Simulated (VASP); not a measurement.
A run of VASP 6.6.1:

Contents of INCAR:

```
PREC = Accurate ; ENCUT = 500
EDIFF = 1E-6 ; ISMEAR = 0
SIGMA = 0.1 ; LREAL = F
LASPH = T ; NELM = 120
ALGO = Normal ; ISIF = 2
LWAVE = F ; LCHARG = F
GGA = PE ; NBANDS = 16
GGA_COMPAT = F
```

Contents of KPOINTS:

```
regular mesh
0
Gamma
  18 18 14
```

POSCAR

```
TiB2
1.0
    3.0317442684      0.0000000000      0.0000000000
   -1.5158721342      2.6255675542      0.0000000000
    0.0000000000      0.0000000000      3.2243592600
Ti B
1 2
Direct
    0.0000000000      0.0000000000      0.0000000000
    0.3333333333      0.6666666667      0.5000000000
    0.6666666667      0.3333333333      0.5000000000
```

Potentials or basis: VASP PAW PBE potentials, release 64 (Ti_sv, B).

The run is started by

```bash
$ cat potpaw_PBE.64/Ti_sv/POTCAR potpaw_PBE.64/B/POTCAR > POTCAR
$ mpirun -np 1 vasp_std > vasp.out
```

Hardware: 1 thread of Intel Xeon 8259CL, with other jobs on the host.

Question: How long does it take, and how much memory?

Answer: Wall time 2.3 min on 1 thread of Intel Xeon 8259CL, with other jobs on the host, peak memory 0.23 GiB. Counts: scf iterations 13, k points 296.
